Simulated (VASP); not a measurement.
# MgS in VASP: further runs

Runs on MgS. Level: PBE. Tasks: single point.

Everything below comes from runs of VASP 6.6.1. Logs are shortened: lines on timing, memory, paths and dates and some standing lists are left out, and cuts for length are marked.

### 1 The cell of the first run

It takes space group F-43m (No. 216, cubic). The conventional cell has a = 5.662 Å, b = 5.662 Å, c = 5.662 Å, α = 90.00°, β = 90.00°, γ = 90.00°. Within 3.2 Å of Mg (site symmetry -43m) lie 4 S at 2.45 Å. S (site symmetry -43m) has 4 Mg at 2.45 Å within 3.2 Å.

### 2 Single point, PBE

Input file INCAR:

```
SYSTEM = MgS
ALGO = Normal ; EDIFF = 1E-6
ENCUT = 520 ; GGA = PE
ISIF = 2 ; ISMEAR = 0
LASPH = .True. ; LCHARG = .False.
LREAL = .False. ; LWAVE = .False.
NBANDS = 11 ; NELM = 80
PREC = Accurate ; SIGMA = 0.01
```

Input file KPOINTS:

```
k-points
0
Gamma
  4 4 4
  0 0 0
```

Input file POSCAR:

```
MgS
1.0
    0.0000000000      2.8308768412      2.8308768412
    2.8308768412      0.0000000000      2.8308768412
    2.8308768412      2.8308768412      0.0000000000
Mg S
1 1
Direct
    0.0000000000      0.0000000000      0.0000000000
    0.2500000000      0.2500000000      0.2500000000
```

Potentials or basis: VASP PAW PBE potentials, release 64 (Mg, S).

The run is started by

```
> cat potpaw_PBE.64/Mg/POTCAR potpaw_PBE.64/S/POTCAR > POTCAR
> mpirun -np 1 vasp_std > vasp.out
```

OUTCAR:

```text
SYSTEM = MgS
   EDIFF = 1E-6
   ENCUT = 520
   GGA = PE
   ISIF = 2
   ISMEAR = 0
   LASPH = .True.
   LREAL = .False.
   NELM = 80
   PREC = Accurate

 ion  position               nearest neighbor table
   1  0.000  0.000  0.000-   2 2.45   2 2.45   2 2.45   2 2.45
   2  0.250  0.250  0.250-   1 2.45   1 2.45   1 2.45   1 2.45

  LATTYP: Found a face centered cubic cell.
 ALAT       =     5.6617536824

  Lattice vectors:

 A1 = (   0.0000000000,   2.8308768412,   2.8308768412)
 A2 = (   2.8308768412,   0.0000000000,   2.8308768412)
 A3 = (   2.8308768412,   2.8308768412,   0.0000000000)

Analysis of symmetry for initial positions (statically):
=====================================================================
 Subroutine PRICEL returns:
 Original cell was already a primitive cell.

 Routine SETGRP: Setting up the symmetry group for a
 face centered cubic supercell.

 Subroutine GETGRP returns: Found 24 space group operations
 (whereof 24 operations were pure point group operations)
 out of a pool of 48 trial point group operations.

The static configuration has the point symmetry T_d .

Analysis of symmetry for dynamics (positions and initial velocities):
=====================================================================
 Subroutine PRICEL returns:
 Original cell was already a primitive cell.

 Routine SETGRP: Setting up the symmetry group for a
 face centered cubic supercell.

 Subroutine GETGRP returns: Found 24 space group operations
 (whereof 24 operations were pure point group operations)
 out of a pool of 48 trial point group operations.

The dynamic configuration has the point symmetry T_d .

 Subroutine INISYM returns: Found 24 space group operations
 (whereof 24 operations are pure point group operations),
 and found     1 'primitive' translations

----------------------------------------------------------------------------------------

                                     Primitive cell

  volume of cell :      45.3725

  direct lattice vectors                    reciprocal lattice vectors
     0.000000000  2.830876841  2.830876841    -0.176623721  0.176623721  0.176623721
     2.830876841  0.000000000  2.830876841     0.176623721 -0.176623721  0.176623721
     2.830876841  2.830876841  0.000000000     0.176623721  0.176623721 -0.176623721

  length of vectors
     4.003464422  4.003464422  4.003464422     0.305921258  0.305921258  0.305921258

  position of ions in fractional coordinates (direct lattice)
     0.000000000  0.000000000  0.000000000
     0.250000000  0.250000000  0.250000000

  ion indices of the primitive-cell ions
   primitive index   ion index
                 1           1
                 2           2

----------------------------------------------------------------------------------------

 KPOINTS: k-points

Automatic generation of k-mesh.
 Grid dimensions read from file:
 generate k-points for:    4    4    4

 Generating k-lattice:

  Cartesian coordinates                     Fractional coordinates (reciprocal lattice)
    -0.044155930  0.044155930  0.044155930     0.250000000  0.000000000  0.000000000
     0.044155930 -0.044155930  0.044155930     0.000000000  0.250000000  0.000000000
     0.044155930  0.044155930 -0.044155930     0.000000000  0.000000000  0.250000000

  Length of vectors
     0.076480314  0.076480314  0.076480314

  Shift w.r.t. Gamma in fractional coordinates (k-lattice)
     0.000000000  0.000000000  0.000000000

 Subroutine IBZKPT returns following result:
 ===========================================

 Found      8 irreducible k-points:

 Following reciprocal coordinates:
            Coordinates               Weight
  0.000000  0.000000  0.000000      1.000000
  0.250000  0.000000  0.000000      8.000000
  0.500000  0.000000  0.000000      4.000000
  0.250000  0.250000  0.000000      6.000000
  0.500000  0.250000  0.000000     24.000000
 -0.250000  0.250000  0.000000     12.000000
  0.500000  0.500000  0.000000      3.000000
 -0.250000  0.500000  0.250000      6.000000
   k-points           NKPTS =      8   k-points in BZ     NKDIM =      8   number of bands    NBANDS=     11
   number of dos      NEDOS =    301   number of ions     NIONS =      2
   total plane-waves  NPLWV =  27000
   dimension x,y,z NGX =    30 NGY =   30 NGZ =   30
   dimension x,y,z NGXF=    60 NGYF=   60 NGZF=   60
   ions per type =               1   1
   NGX,Y,Z   is equivalent  to a cutoff of  12.46, 12.46, 12.46 a.u.
   NGXF,Y,Z  is equivalent  to a cutoff of  24.92, 24.92, 24.92 a.u.
 SYSTEM =  MgS
   PREC   = accura    normal or accurate (medium, high low for compatibility)
   ISTART =      0    job   : 0-new  1-cont  2-samecut
   ICHARG =      2    charge: 1-file 2-atom 10-const
   ISPIN  =      1    spin polarized calculation?
   LNONCOLLINEAR =      F non collinear calculations
   LSORBIT =      F    spin-orbit coupling
   LASPH  =      T    aspherical Exc in radial PAW
   ENCUT  =  520.0 eV  38.22 Ry    6.18 a.u.   7.44  7.44  7.44*2*pi/ulx,y,z
   NELM   =     80;   NELMIN=  2; NELMDL= -5     # of ELM steps
   EDIFF  = 0.1E-05   stopping-criterion for ELM
   LREAL  =      F    real-space projection
   EDIFFG = 0.1E-04   stopping-criterion for IOM
   NSW    =      0    number of steps for IOM
   IBRION =     -1    ionic relax: 0-MD 1-quasi-New 2-CG
   NFREE  =      0    steps in history (QN), initial steepest desc. (CG)
   ISIF   =      2    stress and relaxation
   ISYM   =      2    0-nonsym 1-usesym 2-fastsym
   POTIM  = 0.5000    time-step for ionic-motion
   TEBEG  =    0.0;   TEEND  =   0.0 temperature during run
   PSTRESS=    0.0 pullay stress
   NELECT =       8.0000    total number of electrons
   NUPDOWN=      -1.0000    fix difference up-down
   EMIN   =  10.00;   EMAX   =-10.00  energy-range for DOS
   EFERMI =   0.00;   METHOD = LEGACY
   ISMEAR =     0;   SIGMA  =   0.01  broadening in eV -4-tet -1-fermi 0-gaus
   EFERMI_NEDOS =   21; number of points for ismear=-14 and -15
   IALGO  =     38    algorithm
   IMIX   =      4    mixing-type and parameters
     AMIX     =   0.40;   BMIX     =  1.00
     AMIX_MAG =   1.60;   BMIX_MAG =  1.00
  volume/ion in A,a.u.               =      22.69       153.09
  Fermi-wavevector in a.u.,A,eV,Ry     =   0.917995  1.734760 11.465842  0.842716
  Thomas-Fermi vector in A             =   2.043027
   LORBIT       =      0    0 simple, 1 ext, 2 COOP (PROOUT), +10 PAW based schemes
   GGA     = PE    functional components
   LHFCALC =     F    Hartree Fock is set to
   AEXX    =    0.0000 exact exchange contribution
   IVDW    =     0    specifies the selected vdW correction
   LEPSILON=     F    determine dielectric tensor
   LRPA    =     F    only Hartree local field effects (RPA)
 non-spin polarized calculation
 Gauss-broadening in eV      SIGMA  =   0.01
  energy-cutoff  :      520.00
  volume of cell :       45.37
 maximum number of plane-waves:      1243
 NGX is ok and might be reduce to    30
   NGX = 15   NGY = 15   NGZ = 15

 number of electron       8.0000001 magnetization

 Free energy of the ion-electron system (eV)
  ---------------------------------------------------
  ext. energy  EPLUGINS =         0.00000000
  ---------------------------------------------------
  free energy    TOTEN  =        -8.45622528 eV

  energy without entropy =       -8.45622528  energy(sigma->0) =       -8.45622528

 E-fermi :   1.1504     XC(G=0):  -8.3850

 val. band max:        1.0751997019   @ k =   0.0000   0.0000   0.0000
 cond. band min:       4.5291363317   @ k =   0.0000   0.0000   0.0000
 fundamental gap:      3.4539366298
 Fermi energy:         1.1504044416

 k-point     1 :       0.0000    0.0000    0.0000
  band No.  band energies     occupation
      1     -10.1912      2.00000
      2       1.0752      2.00000
      3       1.0752      2.00000
      4       1.0752      2.00000
      5       4.5291      0.00000
      6       9.0178      0.00000
      7       9.0178      0.00000
      8       9.0178      0.00000
      9      11.8997      0.00000
     10      11.8997      0.00000
     11      14.7920      0.00000

 k-point     2 :       0.2500    0.0000    0.0000
  band No.  band energies     occupation
      1      -9.8774      2.00000
      2      -0.7768      2.00000
      3       0.9018      2.00000
      4       0.9018      2.00000
      5       6.0424      0.00000
      6       8.8632      0.00000
      7       9.2318      0.00000
      8       9.2318      0.00000
      9      11.4957      0.00000
     10      11.4957      0.00000
     11      13.3255      0.00000

 k-point     3 :       0.5000    0.0000    0.0000
  band No.  band energies     occupation
      1      -9.5096      2.00000
      2      -2.0545      2.00000
      3       0.7484      2.00000
      4       0.7484      2.00000
      5       6.1843      0.00000
      6       8.7061      0.00000
      7       8.7061      0.00000
      8       9.6793      0.00000
      9      13.9568      0.00000
     10      14.2433      0.00000
     11      14.2433      0.00000

 k-point     4 :       0.2500    0.2500    0.0000
  band No.  band energies     occupation
      1      -9.7742      2.00000
      2      -0.6690      2.00000
      3       0.5075      2.00000
      4       0.5075      2.00000
      5       6.2356      0.00000
      6       7.5835      0.00000
      7       9.4881      0.00000
      8      10.5522      0.00000
      9      10.5522      0.00000
     10      12.9379      0.00000
     11      16.5631      0.00000

 k-point     5 :       0.5000    0.2500    0.0000
  band No.  band energies     occupation
      1      -9.4058      2.00000
      2      -1.5713      2.00000
      3      -0.2408      2.00000
      4       0.3649      2.00000
      5       6.2829      0.00000
      6       8.0565      0.00000
      7       9.5866      0.00000
      8      10.3765      0.00000
      9      12.7105      0.00000
     10      14.4224      0.00000
     11      15.6212      0.00000

 k-point     6 :      -0.2500    0.2500    0.0000
  band No.  band energies     occupation
      1      -9.5275      2.00000
      2      -1.3474      2.00000
      3      -0.3192      2.00000
      4       0.7286      2.00000
      5       7.4490      0.00000
      6       7.9030      0.00000
      7       9.0422      0.00000
      8       9.7901      0.00000
      9      11.0852      0.00000
     10      14.3286      0.00000
     11      15.3426      0.00000

 k-point     7 :       0.5000    0.5000    0.0000
  band No.  band energies     occupation
      1      -9.2893      2.00000
      2      -1.7378      2.00000
      3       0.0433      2.00000
      4       0.0433      2.00000
      5       4.9533      0.00000
      6       6.7170      0.00000
      7      12.2334      0.00000
      8      13.3664      0.00000
      9      13.3664      0.00000
     10      14.9516      0.00000
     11      14.9521      0.00000

 k-point     8 :      -0.2500    0.5000    0.2500
  band No.  band energies     occupation
      1      -9.2806      2.00000
      2      -1.2221      2.00000
      3      -0.7556      2.00000
      4      -0.2494      2.00000
      5       6.6052      0.00000
      6       8.9867      0.00000
      7       9.2762      0.00000
      8       9.6095      0.00000
      9      13.6978      0.00000
     10      14.8558      0.00000
     11      14.9199      0.00000

------------------------ aborting loop because EDIFF is reached ----------------------------------------

  FORCE on cell =-STRESS in cart. coord.  units (eV):
  Direction    XX          YY          ZZ          XY          YZ          ZX
  --------------------------------------------------------------------------------------
  -------------------------------------------------------------------------------------
  Total        0.2891665      0.2891665      0.2891665     -0.0000000      0.0000000      0.0000000
  in kB       10.2109377     10.2109377     10.2109377     -0.0000000      0.0000000      0.0000000
  external PRESSURE =      10.2109377 kB  Pullay stress =       0.0000000 kB

 VOLUME and BASIS-vectors are now :
 -----------------------------------------------------------------------------
  energy-cutoff  :      520.00
  volume of cell :       45.37
      direct lattice vectors                 reciprocal lattice vectors
     0.000000000  2.830876841  2.830876841    -0.176623721  0.176623721  0.176623721
     2.830876841  0.000000000  2.830876841     0.176623721 -0.176623721  0.176623721
     2.830876841  2.830876841  0.000000000     0.176623721  0.176623721 -0.176623721

 POSITION                                       TOTAL-FORCE (eV/Angst)
 -----------------------------------------------------------------------------------
      0.00000      0.00000      0.00000         0.000000      0.000000      0.000000
      1.41544      1.41544      1.41544        -0.000000     -0.000000     -0.000000
 -----------------------------------------------------------------------------------
    total drift:                                0.000000      0.000000      0.000000

  FREE ENERGIE OF THE ION-ELECTRON SYSTEM (eV)
  ---------------------------------------------------
  free  energy   TOTEN  =        -8.4562252838 eV

  energy  without entropy=       -8.4562252838  energy(sigma->0) =       -8.45622528
```

It took 3.8 s on 1 thread of Intel Xeon Platinum 8488C (Sapphire Rapids), shared host; peak memory 0.16 GiB.

What came out:

```
Free energy            : -8.4562 eV
Pressure               : 1.0 GPa
Band gap on the k mesh : 3.45 eV, direct
```

Levels at points of the mesh, in eV from the valence-band top:
| k point | band 1 | band 2 | band 3 | band 4 | band 5 | band 6 | band 7 | band 8 | band 9 |
| --- | --- | --- | --- | --- | --- | --- | --- | --- | --- |
| (0.00, 0.00, 0.00) | -11.27 | 0.00 | 0.00 | 0.00 | 3.45 | 7.94 | 7.94 | 7.94 | 10.82 |
| (0.50, 0.00, 0.00) | -10.58 | -3.13 | -0.33 | -0.33 | 5.11 | 7.63 | 7.63 | 8.60 | 12.88 |
| (0.50, 0.50, 0.00) | -10.36 | -2.81 | -1.03 | -1.03 | 3.88 | 5.64 | 11.16 | 12.29 | 12.29 |

Caveat: the k points lie up to 0.48 Å⁻¹ apart. As with any semilocal functional, this PBE gap is likely too small.

(Part 1 of 2 ends here.)
